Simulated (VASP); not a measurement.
Runs of VASP 6.6.1 on BaO. The structure is that of space group Fm-3m (No. 225), or close to it. The cells are those of the table. 

| task | cell | cutoff (eV) | gap on the mesh (eV) | pressure (GPa) |
| --- | --- | --- | --- | --- |
| single point | a = 3.850 Å, angles 60.0°, 2 atoms | 600 | 1.78 | (b) |
| single point | a = 3.837 Å, angles 60.0°, 2 atoms | 600 | 1.74 | 8.8 |
| single point | a = 3.928 Å, angles 60.0°, 2 atoms | 600 | 2.00 | 2.3 |
| electric field gradients | a = 3.965 Å, angles 60.0°, 2 atoms | 520 | 2.09 | 0.2 |
| single point | a = 3.915 Å, angles 60.0°, 2 atoms | 600 | 1.97 | 3.1 |
| electric field gradients | a = 3.889 Å, angles 60.0°, 2 atoms | 520 | 1.90 | (c) |
| single point | a = 3.810 Å, angles 60.0°, 2 atoms | 600 | 1.65 | 11.2 |
| electric field gradients | a = 3.863 Å, angles 60.0°, 2 atoms | 520 | (a) | 6.8 |
| electric field gradients | a = 3.810 Å, angles 60.0°, 2 atoms | 520 | 1.65 | 11.2 |
| single point | a = 3.940 Å, angles 60.0°, 2 atoms | 600 | 2.04 | 1.6 |

Alike in all rows: level PBE; potentials or basis VASP PAW PBE potentials, release 64 (Ba_sv, O); no spin polarisation; k mesh 8 × 8 × 8; smearing fermi-dirac 0.02 eV.

Question: Estimate the missing entries.

Answer: (a) 1.82; (b) 7.7; (c) 4.9.

Caveats: spin-orbit coupling is left out, which moves the levels of the heavy elements; the cell stands under pressure (at least some runs).

A k mesh can miss the band edges, and the runs leave out spin-orbit coupling on Ba.
